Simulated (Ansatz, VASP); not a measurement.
**Two plane-wave programs on Cu**

```
CELL_PARAMETERS angstrom
0.00000 1.80748 1.80748
1.80748 0.00000 1.80748
1.80748 1.80748 0.00000
ATOMIC_POSITIONS crystal
Cu 0.00000 0.00000 0.00000
```

Alike in both runs: task relaxation of cell and atoms; functional BLYP; k mesh 15 × 15 × 15; occupations fermi-dirac, width 0.1 eV; no spin polarisation.

```csv
,VASP,Ansatz
version,VASP 6.6.1,Ansatz 0.2.0
potentials or method,"VASP PAW PBE potentials, release 64 (Cu_sv_GW), cutoff 820 eV","plane waves (420 eV) with PAW, scalar-relativistic"
valence electrons in the cell,19,19
```

```csv
,VASP,Ansatz,Ansatz less VASP
relaxed volume (Å³/atom),12.49,12.68,+0.190
relaxed length of the cell vector where the two differ most in proportion (Å),2.604,2.618,+0.0131
```

VASP's potentials were made for PBE, not for BLYP.
